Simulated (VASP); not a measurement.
Input of a VASP 6.6.1 run:

The input INCAR:

```
ALGO = Normal
EDIFF = 1E-7
ENCUT = 520
GGA = CA
ISIF = 2
ISMEAR = -1
LASPH = True
LCHARG = False
LREAL = False
LWAVE = False
NBANDS = 12
NELM = 100
PREC = Accurate
SIGMA = 0.03
```

Contents of KPOINTS:

```
k-points
0
Gamma
  16 16 16
```

File POSCAR:

```
Zr
1.0
   -1.7738000000      1.7738000000      1.8100000000
    1.7738000000     -1.7738000000      1.8100000000
    1.7738000000      1.7738000000     -1.8100000000
Zr
1
Direct
    0.0000000000      0.0000000000      0.0000000000
```

Potentials or basis: VASP PAW LDA potentials, release 64 (Zr_sv).

Command:

```console
$ cat potpaw_LDA.64/Zr_sv/POTCAR > POTCAR
$ mpirun -np 1 vasp_std > vasp.out
```

Problem. Predict the pressure.

Solution. -6.6 GPa.

Problem. What does it give for the band gap on the k mesh?

Solution. Zero (bands 6 and 7 overlap by 1.75 eV).

Stress tensor (GPa, compression positive):
```
-6.69  0.00  0.00
 0.00 -6.69  0.00
 0.00  0.00 -6.37
```

Caveat: the cell differs from its parent crystal (equal xx and yy strain of -2 %); the cell stands under tension.
